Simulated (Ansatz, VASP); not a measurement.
**One calculation of Al2O3, two programs**

INCAR

```
PREC = Accurate
ENCUT = 520
EDIFF = 1E-6
ISMEAR = 0
SIGMA = 0.05
LREAL = False
LASPH = True
NELM = 80
ALGO = Normal
ISIF = 2
LWAVE = False
LCHARG = False
GGA = PE
NBANDS = 35
```

Contents of KPOINTS:

```
regular mesh
0
Gamma
  6 6 6
```

File POSCAR:

```
Al2O3
1.0
    2.5245721467      1.4575624084      4.4838449026
   -2.5245721467      1.4575624084      4.4838449026
    0.0000000000     -2.9151248170      4.4838449025
Al O
4 6
Direct
    0.8521479318      0.8521479318      0.8521479318
    0.6478520682      0.6478520682      0.6478520682
    0.1478520682      0.1478520682      0.1478520682
    0.3521479318      0.3521479318      0.3521479318
    0.0561765927      0.4438234073      0.7500000000
    0.7500000000      0.0561765927      0.4438234073
    0.4438234073      0.7500000000      0.0561765927
    0.9438234073      0.5561765927      0.2500000000
    0.2500000000      0.9438234073      0.5561765927
    0.5561765927      0.2500000000      0.9438234073
```

Input for Ansatz:

```yaml
crystal:
  lattice:
    - [2.5245721467, 1.4575624084, 4.4838449026]
    - [-2.5245721467, 1.4575624084, 4.4838449026]
    - [0.0, -2.915124817, 4.4838449025]
  atoms:
    - { symbol: Al, position: [0.8521479318, 0.8521479318, 0.8521479318] }
    - { symbol: Al, position: [0.6478520682, 0.6478520682, 0.6478520682] }
    - { symbol: Al, position: [0.1478520682, 0.1478520682, 0.1478520682] }
    - { symbol: Al, position: [0.3521479318, 0.3521479318, 0.3521479318] }
    - { symbol: O, position: [0.0561765927, 0.4438234073, 0.75] }
    - { symbol: O, position: [0.75, 0.0561765927, 0.4438234073] }
    - { symbol: O, position: [0.4438234073, 0.75, 0.0561765927] }
    - { symbol: O, position: [0.9438234073, 0.5561765927, 0.25] }
    - { symbol: O, position: [0.25, 0.9438234073, 0.5561765927] }
    - { symbol: O, position: [0.5561765927, 0.25, 0.9438234073] }
basis:
  ecutwfc: 420
kpoints:
  mp_grid: { grid: [6, 6, 6] }
hamiltonian:
  xc: pbe
scf:
  occupations: { method: gaussian, width: 0.05 }
output:
  forces: true
  stress: true
  eigenvalues: true
```

Change from the starting cell: strain +0.050 along x and y, +0.025 along z, atoms carried along.

Alike in both runs: task single point; functional PBE; k mesh 6 × 6 × 6; occupations gaussian, width 0.05 eV; no spin polarisation.

```csv
,VASP,Ansatz
version,VASP 6.6.1,Ansatz 0.2.0
potentials or method,"VASP PAW PBE potentials, release 64 (Al, O), cutoff 520 eV","scalar-relativistic, plane waves, PAW"
valence electrons in the cell,48,48
```

|  | VASP | Ansatz | Ansatz less VASP |
| --- | --- | --- | --- |
| gap on the k mesh at the Fermi level (eV) | 4.26 | 4.27 | +0.009 |
| least direct gap on the mesh (eV) | 4.26 | 4.27 | +0.009 |
| pressure (GPa) | -22.3 | -22.2 | +0.15 |
| traceless stress, the component that is largest in VASP (GPa) | 6.25 | 6.24 | -0.010 |
| rms of the force components (eV/Å) | 0.091 | 0.090 | -0.0014 |

Atom by atom the forces differ by 0.002 eV/Å (rms over components).
